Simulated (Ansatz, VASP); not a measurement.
WC in VASP and in Ansatz

```xyz
2
Lattice="2.9229 0.0000 0.0000 -1.4615 2.5313 0.0000 0.0000 0.0000 2.8460" Properties=species:S:1:pos:R:3 pbc="T T T"
W     0.0000    0.0000    0.0000
C     1.4615    0.8438    1.4230
```

Alike in both runs: functional PBE; k mesh 18 × 18 × 14; occupations fermi-dirac, width 0.15 eV; no spin polarisation.

Ansatz relaxed the structure, and its values are those at the end. VASP's run is a single point on that final structure, the one shown.

|  | VASP | Ansatz |
| --- | --- | --- |
| version | VASP 6.6.1 | Ansatz 0.2.0 |
| potentials or method | VASP PAW PBE potentials, release 64 (W_sv, C), cutoff 600 eV | scalar-relativistic, plane waves, PAW |
| valence electrons in the cell | 18 | 18 |

```csv
,VASP,Ansatz,Ansatz less VASP
gap on the k mesh at the Fermi level (eV),none,none,-
pressure (GPa),0.9,0.0,-0.92
```

A gap of «none» marks a metal or a gap that the smearing closes. The functional is the same, so the differences come from potentials, cutoffs and numerics.

Spin-orbit coupling is off throughout.
